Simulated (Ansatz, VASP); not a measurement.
Two plane-wave programs on InSb

```
CELL_PARAMETERS angstrom
-2.95816 2.95816 1.81190
2.95816 -2.95816 1.81190
2.95816 2.95816 -1.81190
ATOMIC_POSITIONS crystal
In 0.25000 0.75000 0.50000
Sb 0.00000 0.00000 0.00000
```

Alike in both runs: task single point; functional PBE; k mesh 16 × 16 × 16; occupations gaussian, width 0.15 eV; no spin polarisation.

```csv
,VASP,Ansatz
version,VASP 6.6.1,Ansatz 0.2.0
potentials or method,"VASP PAW PBE potentials, release 64 (In_d, Sb), cutoff 520 eV","scalar-relativistic, plane waves, PAW"
valence electrons in the cell,18,28
```

|  | VASP | Ansatz | Ansatz less VASP |
| --- | --- | --- | --- |
| gap on the k mesh at the Fermi level (eV) | none | none | - |
| pressure (GPa) | -3.2 | -3.2 | +0.04 |
| traceless stress, the component that is largest in VASP (GPa) | -1.39 | -1.39 | +0.002 |

A gap of «none» marks a metal or a gap that the smearing closes. The functional is the same, so the differences come from potentials, cutoffs and numerics. VASP's potentials hold 18 valence electrons a cell and Ansatz's 28, so a difference there can come from the potentials and not from the codes.

Neither program's run includes spin-orbit coupling.
